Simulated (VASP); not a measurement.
# Si3Mo5 (I4/mcm) in VASP: single point with r2SCAN

Aim: the single point of Si3Mo5 with r2SCAN.

All numbers are computed with VASP 6.6.1; they aren't measurements. Logs are shortened: lines on timing, memory, paths and dates and some standing lists are left out, and cuts for length are marked.

## Step 1: The cell of the first run

Symmetry: I4/mcm, No. 140, tetragonal system. Conventional cell: a = 9.620 Å, b = 9.620 Å, c = 4.900 Å, α = 90.00°, β = 90.00°, γ = 90.00°. Within 3.2 Å of Si (site symmetry 422) lie 2 Si at 2.45 Å and 8 Mo at 2.57 Å. Si (site symmetry m2m) has 10 Mo at 2.51 to 2.81 Å and 2 Si at 3.28 Å within 3.3 Å. Within 3.2 Å of Mo (site symmetry -42m) lie 10 Mo at 2.45 to 3.02 Å and 4 Si at 2.62 Å. Within 3.3 Å of Mo (site symmetry m) lie 6 Si at 2.51 to 2.81 Å and 9 Mo at 2.76 to 3.20 Å.

## Step 2: Single point, r2SCAN

POSCAR reads:

```
Si3Mo5
1.0
   -4.8100000000      4.8100000000      2.4500000000
    4.8100000000     -4.8100000000      2.4500000000
    4.8100000000      4.8100000000     -2.4500000000
Si Mo
6 10
Direct
    0.7500000000      0.7500000000      0.0000000000
    0.2500000000      0.2500000000      0.0000000000
    0.1700000000      0.6700000000      0.8400000000
    0.6700000000      0.8300000000      0.5000000000
    0.8300000000      0.3300000000      0.1600000000
    0.3300000000      0.1700000000      0.5000000000
    0.2500000000      0.7500000000      0.5000000000
    0.7500000000      0.2500000000      0.5000000000
    0.7230000000      0.5740000000      0.2970000000
    0.5740000000      0.2770000000      0.8510000000
    0.2770000000      0.4260000000      0.7030000000
    0.4260000000      0.7230000000      0.1490000000
    0.7770000000      0.0740000000      0.8510000000
    0.9260000000      0.7770000000      0.7030000000
    0.2230000000      0.9260000000      0.1490000000
    0.0740000000      0.2230000000      0.2970000000
```

INCAR.step1 reads:

```
PREC = Accurate ; ENCUT = 520
ISMEAR = 0 ; SIGMA = 0.1
LREAL = Auto ; LASPH = True
NELM = 60 ; NBANDS = 96
GGA = PE ; ALGO = Normal
EDIFF = 1E-4 ; LWAVE = True
LCHARG = False
```

INCAR.step2 reads:

```
PREC = Accurate ; ENCUT = 520
EDIFF = 1E-7 ; ISMEAR = 0
SIGMA = 0.1 ; LREAL = Auto
LASPH = True ; NELM = 60
ALGO = Normal ; ISIF = 2
LWAVE = False ; LCHARG = True
METAGGA = R2SCAN ; LMIXTAU = True
LELF = True ; LVHAR = True
NBANDS = 96 ; ISTART = 1
```

KPOINTS reads:

```
regular mesh
0
Gamma
  4 4 4
```

Potentials or basis: VASP PAW PBE potentials, release 64 (Si, Mo_sv).

Run with:

```
$ cat potpaw_PBE.64/Si/POTCAR potpaw_PBE.64/Mo_sv/POTCAR > POTCAR
$ cp INCAR.step1 INCAR
$ mpirun -np 1 vasp_std > vasp.out
$ cp INCAR.step2 INCAR
$ mpirun -np 1 vasp_std > vasp.out
```

OUTCAR:

```text
PREC = Accurate
   ENCUT = 520
   EDIFF = 1E-7
   ISMEAR = 0
   LREAL = Auto
   LASPH = True
   NELM = 60
   ISIF = 2
   METAGGA = R2SCAN
   ISTART = 1

 ion  position               nearest neighbor table
   1  0.750  0.750  0.000-   2 2.45   2 2.45  12 2.57  13 2.57  14 2.57   9 2.57  10 2.57  15 2.57
                            16 2.57  11 2.57
   2  0.250  0.250  0.000-   1 2.45   1 2.45  11 2.57  15 2.57  16 2.57  10 2.57  14 2.57   9 2.57
                            12 2.57  13 2.57
   3  0.170  0.670  0.840-  12 2.51  15 2.51  14 2.56  11 2.56   7 2.62   8 2.62  13 2.81  10 2.81
                            13 2.81  10 2.81
   4  0.670  0.830  0.500-   9 2.51  14 2.51  13 2.56  12 2.56   7 2.62   8 2.62  11 2.81  11 2.81
                            16 2.81  16 2.81
   5  0.830  0.330  0.160-  10 2.51  13 2.51   9 2.56  16 2.56   7 2.62   8 2.62  12 2.81  15 2.81
                            12 2.81  15 2.81
   6  0.330  0.170  0.500-  11 2.51  16 2.51  15 2.56  10 2.56   7 2.62   8 2.62  14 2.81  14 2.81
                             9 2.81   9 2.81
   7  0.250  0.750  0.500-   8 2.45   8 2.45   5 2.62   6 2.62   3 2.62   4 2.62  14 3.02  11 3.02
                            12 3.02  13 3.02  15 3.02  16 3.02   9 3.02  10 3.02
   8  0.750  0.250  0.500-   7 2.45   7 2.45   5 2.62   6 2.62   3 2.62   4 2.62  16 3.02   9 3.02
                            10 3.02  13 3.02  11 3.02  12 3.02  15 3.02  14 3.02
   9  0.723  0.574  0.297-   4 2.51   5 2.56   1 2.57   2 2.57  14 2.76   6 2.81   6 2.81  15 2.83
                            15 2.83   8 3.02   7 3.02  16 3.18  16 3.18  12 3.20  10 3.20
  10  0.574  0.277  0.851-   5 2.51   6 2.56   2 2.57   1 2.57  13 2.76   3 2.81   3 2.81  14 2.83
                            14 2.83   7 3.02   8 3.02  15 3.18  15 3.18  11 3.20   9 3.20
  11  0.277  0.426  0.703-   6 2.51   3 2.56   2 2.57   1 2.57  16 2.76   4 2.81   4 2.81  13 2.83
                            13 2.83   7 3.02   8 3.02  14 3.18  14 3.18  10 3.20  12 3.20
  12  0.426  0.723  0.149-   3 2.51   4 2.56   1 2.57   2 2.57  15 2.76   5 2.81   5 2.81  16 2.83
                            16 2.83   7 3.02   8 3.02  13 3.18  13 3.18   9 3.20  11 3.20
  13  0.777  0.074  0.851-   5 2.51   4 2.56   1 2.57   2 2.57  10 2.76   3 2.81   3 2.81  11 2.83
                            11 2.83   7 3.02   8 3.02  12 3.18  12 3.18  14 3.20  16 3.20
  14  0.926  0.777  0.703-   4 2.51   3 2.56   1 2.57   2 2.57   9 2.76   6 2.81   6 2.81  10 2.83
                            10 2.83   7 3.02   8 3.02  11 3.18  11 3.18  13 3.20  15 3.20
  15  0.223  0.926  0.149-   3 2.51   6 2.56   2 2.57   1 2.57  12 2.76   5 2.81   5 2.81   9 2.83
                             9 2.83   7 3.02   8 3.02  10 3.18  10 3.18  16 3.20  14 3.20
  16  0.074  0.223  0.297-   6 2.51   5 2.56   2 2.57   1 2.57  11 2.76   4 2.81   4 2.81  12 2.83
                            12 2.83   8 3.02   7 3.02   9 3.18   9 3.18  15 3.20  13 3.20

  LATTYP: Found a body centered tetragonal cell.
 ALAT       =     9.6200000000
 C/A-ratio  =     0.5093555094

  Lattice vectors:

 A1 = (  -4.8100000000,   4.8100000000,   2.4500000000)
 A2 = (   4.8100000000,  -4.8100000000,   2.4500000000)
 A3 = (   4.8100000000,   4.8100000000,  -2.4500000000)

Analysis of symmetry for initial positions (statically):
=====================================================================
 Subroutine PRICEL returns:
 Original cell was already a primitive cell.

 Routine SETGRP: Setting up the symmetry group for a
 body centered tetragonal supercell.

 Subroutine GETGRP returns: Found 16 space group operations
 (whereof  8 operations were pure point group operations)
 out of a pool of 16 trial point group operations.

The static configuration has the point symmetry C_4h.
 The point group associated with its full space group is D_4h.

Analysis of symmetry for dynamics (positions and initial velocities):
=====================================================================
 Subroutine PRICEL returns:
 Original cell was already a primitive cell.

 Routine SETGRP: Setting up the symmetry group for a
 body centered tetragonal supercell.

 Subroutine GETGRP returns: Found 16 space group operations
 (whereof  8 operations were pure point group operations)
 out of a pool of 16 trial point group operations.

The dynamic configuration has the point symmetry C_4h.
 The point group associated with its full space group is D_4h.

 Subroutine INISYM returns: Found 16 space group operations
 (whereof  8 operations are pure point group operations),
 and found     1 'primitive' translations

----------------------------------------------------------------------------------------

                                     Primitive cell

  volume of cell :     226.7338

[... 62 lines left out ...]

  Shift w.r.t. Gamma in fractional coordinates (k-lattice)
     0.000000000  0.000000000  0.000000000

 Subroutine IBZKPT returns following result:
 ===========================================

 Found     13 irreducible k-points:

 Following reciprocal coordinates:
            Coordinates               Weight
  0.000000  0.000000  0.000000      1.000000
  0.250000  0.000000  0.000000      8.000000
  0.500000  0.000000  0.000000      4.000000
  0.250000  0.250000  0.000000      8.000000
  0.500000  0.250000  0.000000     16.000000
 -0.250000  0.250000  0.000000      4.000000
  0.500000  0.500000  0.000000      2.000000
  0.250000  0.250000  0.250000      2.000000
 -0.250000  0.250000  0.250000      4.000000
  0.500000  0.500000  0.250000      4.000000
 -0.250000  0.500000  0.250000      8.000000
 -0.250000 -0.250000  0.250000      2.000000
  0.500000  0.500000  0.500000      1.000000
   k-points           NKPTS =     13   k-points in BZ     NKDIM =     13   number of bands    NBANDS=     96
   number of dos      NEDOS =    301   number of ions     NIONS =     16
   total plane-waves  NPLWV = 157464
   dimension x,y,z NGX =    54 NGY =   54 NGZ =   54
   dimension x,y,z NGXF=   108 NGYF=  108 NGZF=  108
   ions per type =               6  10
   NGX,Y,Z   is equivalent  to a cutoff of  12.42, 12.42, 12.42 a.u.
   NGXF,Y,Z  is equivalent  to a cutoff of  24.83, 24.83, 24.83 a.u.
 SYSTEM =  unknown system
   PREC   = accura    normal or accurate (medium, high low for compatibility)
   ISTART =      1    job   : 0-new  1-cont  2-samecut
   ICHARG =      0    charge: 1-file 2-atom 10-const
   ISPIN  =      1    spin polarized calculation?
   LNONCOLLINEAR =      F non collinear calculations
   LSORBIT =      F    spin-orbit coupling
   LASPH  =      T    aspherical Exc in radial PAW
   ENCUT  =  520.0 eV  38.22 Ry    6.18 a.u.  13.44 13.44 13.44*2*pi/ulx,y,z
   NELM   =     60;   NELMIN=  2; NELMDL=  0     # of ELM steps
   EDIFF  = 0.1E-06   stopping-criterion for ELM
   LREAL  =      T    real-space projection
   EDIFFG = 0.1E-05   stopping-criterion for IOM
   NSW    =      0    number of steps for IOM
   IBRION =     -1    ionic relax: 0-MD 1-quasi-New 2-CG
   NFREE  =      0    steps in history (QN), initial steepest desc. (CG)
   ISIF   =      2    stress and relaxation
   ISYM   =      2    0-nonsym 1-usesym 2-fastsym
   POTIM  = 0.5000    time-step for ionic-motion
   TEBEG  =    0.0;   TEEND  =   0.0 temperature during run
   PSTRESS=    0.0 pullay stress
   NELECT =     164.0000    total number of electrons
   NUPDOWN=      -1.0000    fix difference up-down
   EMIN   =  10.00;   EMAX   =-10.00  energy-range for DOS
   EFERMI =   0.00;   METHOD = LEGACY
   ISMEAR =     0;   SIGMA  =   0.10  broadening in eV -4-tet -1-fermi 0-gaus
   EFERMI_NEDOS =   21; number of points for ismear=-14 and -15
   IALGO  =     38    algorithm
   IMIX   =      4    mixing-type and parameters
     AMIX     =   0.40;   BMIX     =  1.00
     AMIX_MAG =   1.60;   BMIX_MAG =  1.00
  volume/ion in A,a.u.               =      14.17        95.63
  Fermi-wavevector in a.u.,A,eV,Ry     =   1.469549  2.777045 29.382787  2.159574
  Thomas-Fermi vector in A             =   2.584913
   LORBIT       =      0    0 simple, 1 ext, 2 COOP (PROOUT), +10 PAW based schemes
   METAGGA = R2SCAN    functional components
   LHFCALC =     F    Hartree Fock is set to
   AEXX    =    0.0000 exact exchange contribution
   IVDW    =     0    specifies the selected vdW correction
   LEPSILON=     F    determine dielectric tensor
   LRPA    =     F    only Hartree local field effects (RPA)
 non-spin polarized calculation
 Gauss-broadening in eV      SIGMA  =   0.10
  energy-cutoff  :      520.00
  volume of cell :      226.73
 maximum number of plane-waves:      6121
 NGX is ok and might be reduce to    54
   NGX = 27   NGY = 27   NGZ = 27

 number of electron     164.0000025 magnetization

 Free energy of the ion-electron system (eV)
  ---------------------------------------------------
  ext. energy  EPLUGINS =         0.00000000
  ---------------------------------------------------
  free energy    TOTEN  =      -319.68886761 eV

  energy without entropy =     -319.64111848  energy(sigma->0) =     -319.66499304

 E-fermi :  12.6881     XC(G=0): -14.0459

 val. band max:       12.6808874916   @ k =  -0.2500  -0.2500   0.2500
 cond. band min:      12.7398163298   @ k =  -0.2500   0.2500   0.2500
 fundamental gap:      0.0589288382
 Fermi energy:        12.6880775129

 k-point     1 :       0.0000    0.0000    0.0000
  band No.  band energies     occupation
      1     -50.4751      2.00000
      2     -50.3685      2.00000
      3     -50.3404      2.00000
      4     -50.3404      2.00000
      5     -50.2894      2.00000
      6     -50.2818      2.00000
[... 1250 lines left out ...]
     93      14.9867      0.00000
     94      14.9867      0.00000
 [bands above 94 left out]

------------------------ aborting loop because EDIFF is reached ----------------------------------------

  FORCE on cell =-STRESS in cart. coord.  units (eV):
  Direction    XX          YY          ZZ          XY          YZ          ZX
  --------------------------------------------------------------------------------------
  -------------------------------------------------------------------------------------
  Total        2.8507687      2.8507687      1.1998720      0.0000000     -0.0000000      0.0000000
  in kB       20.1444926     20.1444926      8.4787000      0.0000000     -0.0000000      0.0000000
  external PRESSURE =      16.2558950 kB  Pullay stress =       0.0000000 kB

 VOLUME and BASIS-vectors are now :
 -----------------------------------------------------------------------------
  energy-cutoff  :      520.00
  volume of cell :      226.73
      direct lattice vectors                 reciprocal lattice vectors
    -4.810000000  4.810000000  2.450000000     0.000000000  0.103950104  0.204081633
     4.810000000 -4.810000000  2.450000000     0.103950104  0.000000000  0.204081633
     4.810000000  4.810000000 -2.450000000     0.103950104  0.103950104  0.000000000

 POSITION                                       TOTAL-FORCE (eV/Angst)
 -----------------------------------------------------------------------------------
      0.00000      0.00000      3.67500        -0.000000      0.000000      0.000000
      0.00000      0.00000      1.22500         0.000000      0.000000      0.000000
      6.44540      1.63540      0.00000        -0.210929     -0.210929      0.000000
      3.17460      1.63540      2.45000         0.210929     -0.210929      0.000000
     -1.63540      3.17460      2.45000         0.210929      0.210929     -0.000000
      1.63540      3.17460      0.00000        -0.210929      0.210929      0.000000
[... 8 lines left out ...]
      4.09812     -2.66474      2.45000        -0.337481      0.190886      0.000000
      2.14526      0.71188      0.00000         0.190886      0.337481      0.000000
 -----------------------------------------------------------------------------------
    total drift:                                0.000000      0.000000     -0.000000

  FREE ENERGIE OF THE ION-ELECTRON SYSTEM (eV)
  ---------------------------------------------------
  free  energy   TOTEN  =      -319.6888676106 eV

  energy  without entropy=     -319.6411184764  energy(sigma->0) =     -319.66499304
```

Run time: 81 min. Hardware: 1 thread of Oxide Virtual Turin-like, shared host; peak memory 0.49 GiB.

What came out:

* Free energy: -319.6889 eV
* Pressure: 1.6 GPa
* Largest force: 0.388 eV/Å
* Band gap on the k mesh: zero (bands 82 and 83 overlap by 0.78 eV)

Forces on the atoms (eV/Å):
```
Si   0.000  0.000  0.000
Si   0.000  0.000  0.000
Si  -0.211 -0.211  0.000
Si   0.211 -0.211  0.000
Si   0.211  0.211  0.000
Si  -0.211  0.211  0.000
Mo   0.000  0.000  0.000
Mo   0.000  0.000  0.000
Mo   0.337  0.191  0.000
Mo  -0.191  0.337  0.000
Mo  -0.337 -0.191  0.000
Mo   0.191 -0.337  0.000
Mo   0.337 -0.191  0.000
Mo  -0.191 -0.337  0.000
Mo  -0.337  0.191  0.000
Mo   0.191  0.337  0.000
```

Caveat: the PAW data sets were made with another functional, which shifts forces and pressure a little.
